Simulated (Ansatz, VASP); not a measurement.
## Two plane-wave programs on Cu

File INCAR:

```
SYSTEM = Cu
PREC = Accurate ; ENCUT = 520
EDIFF = 1E-7 ; ISMEAR = 0
SIGMA = 0.15 ; LREAL = .FALSE.
LASPH = .TRUE. ; NELM = 80
ALGO = Fast ; ISIF = 2
LWAVE = .FALSE. ; LCHARG = .FALSE.
GGA = PS ; NBANDS = 54
```

KPOINTS

```
regular mesh
0
G
  12 12 12
  0 0 0
```

The input POSCAR:

```
Cu
1.0
    3.6150000000      0.0000000000      3.6150000000
    0.0000000000     -3.6150000000      3.6150000000
    3.6150000000     -3.6150000000      0.0000000000
Cu
8
Direct
   -0.0746887967     -0.0746887967      0.5746887967
    0.0000000000      0.5000000000      0.5000000000
    0.5000000000      0.0000000000      0.5000000000
    0.5000000000      0.5000000000      0.5000000000
    0.0000000000      0.0000000000      0.0000000000
    0.0000000000      0.5000000000      0.0000000000
    0.5000000000      0.0000000000      0.0000000000
    0.5000000000      0.5000000000      0.0000000000
```

Input for Ansatz:

```yaml
crystal:
  lattice:
    - [3.615, 0.0, 3.615]
    - [0.0, -3.615, 3.615]
    - [3.615, -3.615, 0.0]
  atoms:
    - { symbol: Cu, position: [-0.0746887967, -0.0746887967, 0.5746887967] }
    - { symbol: Cu, position: [0.0, 0.5, 0.5] }
    - { symbol: Cu, position: [0.5, 0.0, 0.5] }
    - { symbol: Cu, position: [0.5, 0.5, 0.5] }
    - { symbol: Cu, position: [0.0, 0.0, 0.0] }
    - { symbol: Cu, position: [0.0, 0.5, 0.0] }
    - { symbol: Cu, position: [0.5, 0.0, 0.0] }
    - { symbol: Cu, position: [0.5, 0.5, 0.0] }
basis:
  ecutwfc: 420
kpoints:
  mp_grid: { grid: [12, 12, 12] }
hamiltonian:
  xc: pbesol
scf:
  occupations: { method: gaussian, width: 0.15 }
output:
  forces: true
  stress: true
  eigenvalues: true
```

Alike in both runs: task single point; functional PBEsol; k mesh 12 × 12 × 12; occupations gaussian, width 0.15 eV; no spin polarisation.

```csv
,VASP,Ansatz
version,VASP 6.6.1,Ansatz 0.2.0
potentials or method,"VASP PAW PBE potentials, release 64 (Cu), cutoff 520 eV","scalar-relativistic, plane waves, PAW"
valence electrons in the cell,88,152
```

Ansatz gave:

| Quantity | Value |
| --- | --- |
| gap on the k mesh at the Fermi level (eV) | none |
| pressure (GPa) | -0.2 |
| traceless stress, the component that is largest in VASP (GPa) | -1.21 |
| rms of the force components (eV/Å) | 1.126 |

Problem. Which values does VASP return?

Solution. gap on the k mesh at the Fermi level (eV): none; pressure (GPa): 0.5; traceless stress, the component that is largest in VASP (GPa): -1.21; rms of the force components (eV/Å): 1.133.

VASP's potentials were made for PBE, not for PBEsol. Atom by atom the forces differ by 0.006 eV/Å (rms over components). A gap of «none» marks a metal or a gap that the smearing closes. With one functional, cell and mesh, what is left measures potentials, basis and numerics. VASP's potentials hold 88 valence electrons a cell and Ansatz's 152, so a difference there can come from the potentials and not from the codes.
